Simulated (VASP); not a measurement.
Wanted: the native input for a VASP 6.6.1 run.

- Task: single point
- Functional: PBE
- Potentials or basis: VASP PAW PBE potentials, release 64 (Zn)
- Cutoff: 520 eV
- k mesh: 14 × 14 × 14
- Occupations: fermi-dirac, width 0.0612256 eV
- Spin: no spin polarisation
- Dipole correction: no
- Further INCAR settings: ALGO = Normal; EDIFF = 1e-06; NBANDS = 12

The structure of Zn lies in POSCAR:

```
Zn
1.0
    2.6312284449      0.0000000000      0.0000000000
    0.0000000000      2.6312284449      0.0000000000
    0.0000000000      0.0000000000      2.6312284449
Zn
1
Direct
    0.0000000000      0.0000000000      0.0000000000
```

One way to write it, as run:

INCAR

```
SYSTEM = Zn
  ALGO = Normal
  EDIFF = 1E-6
  ENCUT = 520
  GGA = PE
  ISIF = 2
  ISMEAR = -1
  LASPH = .TRUE.
  LCHARG = .FALSE.
  LREAL = .FALSE.
  LWAVE = .FALSE.
  NBANDS = 12
  NELM = 60
  PREC = Accurate
  SIGMA = 0.06122561905347299
```

KPOINTS

```
k-points
0
G
  14 14 14
  0 0 0
```

Potentials or basis: VASP PAW PBE potentials, release 64 (Zn).

Command:

```sh
$ cat potpaw_PBE.64/Zn/POTCAR > POTCAR
$ mpirun -np 1 vasp_std > vasp.out
```

It gave:

- Pressure: 0.1 GPa
- Band gap on the k mesh: zero (band 6 reaches 7.27 eV, above the bottom of band 7 at -0.98 eV)

Wall time 18 s on 1 thread of Intel Xeon 8259CL, with other jobs on the host, peak memory 0.14 GiB.
